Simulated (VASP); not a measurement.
Here is a VASP 6.6.1 calculation.

Contents of INCAR:

```
SYSTEM = Li6HBr3
PREC = Accurate ; ENCUT = 520
EDIFF = 1E-6 ; ISMEAR = -1
SIGMA = 0.1 ; LREAL = .FALSE.
LASPH = .TRUE. ; NELM = 100
ALGO = Normal ; ISIF = 2
LWAVE = .FALSE. ; LCHARG = .FALSE.
GGA = PE ; NBANDS = 31
```

File KPOINTS:

```
Automatic mesh
0
G
  7 7 7
  0 0 0
```

POSCAR

```
Li6HBr3
1.0
    0.0000000000      4.3832510000      4.3832510000
    4.3832510000      0.0000000000      4.3832510000
    4.3832510000      4.3832510000      0.0000000000
Li H Br
6 1 3
Direct
    0.6490000000      0.3510000000      0.3510000000
    0.3510000000      0.6490000000      0.3510000000
    0.3510000000      0.6490000000      0.6490000000
    0.6490000000      0.3510000000      0.6490000000
    0.3510000000      0.3510000000      0.6490000000
    0.6490000000      0.6490000000      0.3510000000
    0.5000000000      0.5000000000      0.5000000000
    0.2500000000      0.2500000000      0.2500000000
    0.7500000000      0.7500000000      0.7500000000
    0.0000000000      0.0000000000      0.0000000000
```

Potentials or basis: VASP PAW PBE potentials, release 64 (Li_sv, H, Br).

Command:

```console
$ cat potpaw_PBE.64/Li_sv/POTCAR potpaw_PBE.64/H/POTCAR potpaw_PBE.64/Br/POTCAR > POTCAR
$ mpirun -np 1 vasp_std > vasp.out
```

Estimate the largest force.

9.222 eV/Å.

Forces on the atoms (eV/Å):
```
Li  -9.222  0.000  0.000
Li   0.000 -9.222  0.000
Li   9.222  0.000  0.000
Li   0.000  9.222  0.000
Li   0.000  0.000 -9.222
Li   0.000  0.000  9.222
H    0.000  0.000  0.000
Br   0.000  0.000  0.000
Br   0.000  0.000  0.000
Br   0.000  0.000  0.000
```

Caveat: forces of over 1 eV/Å act on the atoms, so gaps and moduli don't describe the material at rest.
